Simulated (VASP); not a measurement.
Set up this calculation in VASP 6.6.1, as the native input.

```
Task                   : single point
Functional             : PBE
Potentials or basis    : VASP PAW PBE potentials, release 64 (Ge_d, Ru_pv, Pd)
Cutoff                 : 520 eV
k mesh                 : 6 × 6 × 4
Occupations            : gaussian, width 0.1 eV
Spin                   : no spin polarisation
Dipole correction      : no
Further INCAR settings : ALGO = Normal; EDIFF = 1e-06; NBANDS = 41
```

The structure of Ge3PdRu lies in POSCAR:

```
Ge3PdRu
1.0
    4.5104431800      0.0000000000      0.0000000000
   -2.2552215900      3.9061583800      0.0000000000
    0.0000000000      0.0000000000      4.7443442700
Ge Ru Pd
3 1 1
Direct
    0.5000000000      0.0000000000      0.0000000000
    0.0000000000      0.5000000000      0.0000000000
    0.5000000000      0.5000000000      0.0000000000
    0.0000000000      0.0000000000      0.0000000000
    0.0000000000      0.0000000000      0.5000000000
```

The input as run:

INCAR

```
SYSTEM = Ge3PdRu
ALGO     = Normal         ! electronic algorithm
EDIFF    = 1E-6           ! SCF threshold, eV
ENCUT    = 520            ! plane-wave cutoff, eV
GGA      = PE             ! functional
ISIF     = 2              ! what is computed and relaxed
ISMEAR   = 0              ! smearing method
LASPH    = .TRUE.         ! aspherical terms in the spheres
LCHARG   = .FALSE.        ! write CHGCAR
LREAL    = .FALSE.        ! projectors in reciprocal space
LWAVE    = .FALSE.        ! write WAVECAR
NBANDS   = 41             ! bands
NELM     = 60             ! most SCF steps
PREC     = Accurate       ! precision mode
SIGMA    = 0.1            ! smearing width, eV
```

KPOINTS

```
k-points
0
G
  6 6 4
  0 0 0
```

Potentials or basis: VASP PAW PBE potentials, release 64 (Ge_d, Ru_pv, Pd).

Run with:

```console
$ cat potpaw_PBE.64/Ge_d/POTCAR potpaw_PBE.64/Ru_pv/POTCAR potpaw_PBE.64/Pd/POTCAR > POTCAR
$ mpirun -np 1 vasp_std > vasp.out
```

It gave:

The pressure is 60.1 GPa and the band gap on the k mesh is zero (band 33 reaches 9.15 eV, above the bottom of band 34 at 8.27 eV).

Run time: 43 s on 1 thread of Intel(R) Xeon(R) Platinum 8488C (Sapphire Rapids), with other jobs on the host, peak memory 0.24 GiB.
